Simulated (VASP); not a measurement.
Set up this calculation in VASP 6.6.1, as the native input.

| Item | Value |
| --- | --- |
| Task | single point |
| Functional | PBE |
| Potentials or basis | VASP PAW PBE potentials, release 64 (Ca_sv, O) |
| Cutoff | 600 eV |
| k mesh | 4 × 4 × 4 |
| Occupations | gaussian, width 0.1 eV |
| Spin | collinear spin, zero start |
| Starting moments | [0.0, 0.0] μB |
| Hubbard terms | O p U = 6.1 eV |
| Dipole correction | no |
| Further INCAR settings | ALGO = Normal; EDIFF = 1e-06; NBANDS = 19 |

The structure of CaO lies in POSCAR:

```
CaO
1.0
    0.0000000000      2.4035556960      2.4035556960
    2.4035556960      0.0000000000      2.4035556960
    2.4035556960      2.4035556960      0.0000000000
Ca O
1 1
Direct
    0.0000000000      0.0000000000      0.0000000000
    0.5000000000      0.5000000000      0.5000000000
```

These files were run (other wordings do the same):

INCAR

```
SYSTEM = CaO
PREC     = Accurate       ! precision mode
ENCUT    = 600            ! plane-wave cutoff, eV
EDIFF    = 1E-6           ! SCF threshold, eV
ISMEAR   = 0              ! smearing method
SIGMA    = 0.1            ! smearing width, eV
LREAL    = .FALSE.        ! projectors in reciprocal space
LASPH    = .TRUE.         ! aspherical terms in the spheres
NELM     = 200            ! most SCF steps
ALGO     = Normal         ! electronic algorithm
ISIF     = 2              ! what is computed and relaxed
LWAVE    = .FALSE.        ! write WAVECAR
LCHARG   = .FALSE.        ! write CHGCAR
ISPIN    = 2              ! spin polarisation
MAGMOM   = 0 0            ! initial moments
LORBIT   = 11             ! projections on sites
LDAU     = .TRUE.         ! DFT+U
LDAUTYPE = 2            
LDAUL    = -1 1           ! shell
LDAUU    = 0 6.1          ! U, eV
LDAUJ    = 0 0          
LDAUPRINT= 1            
GGA      = PE             ! functional
NBANDS   = 19             ! bands
GGA_COMPAT= .FALSE.
```

KPOINTS

```
Automatic mesh
0
G
  4 4 4
  0 0 0
```

Potentials or basis: VASP PAW PBE potentials, release 64 (Ca_sv, O).

Launch:

```bash
$ cat potpaw_PBE.64/Ca_sv/POTCAR potpaw_PBE.64/O/POTCAR > POTCAR
$ mpirun -np 1 vasp_std > vasp.out
```

Results of the run:

| Property | Result |
| --- | --- |
| Pressure | 0.8 GPa |
| Band gap on the k mesh | 3.76 eV (least direct gap 4.13 eV) |
| Net moment | 0.00 μB per cell |
| Valence electrons inside the program's atomic spheres | Ca 8.21; O 5.03 |

Caveat: the k points lie up to 0.57 Å⁻¹ apart.

It took 29 s on 1 thread of Intel Xeon 8259CL (shared host), peak memory 0.17 GiB.
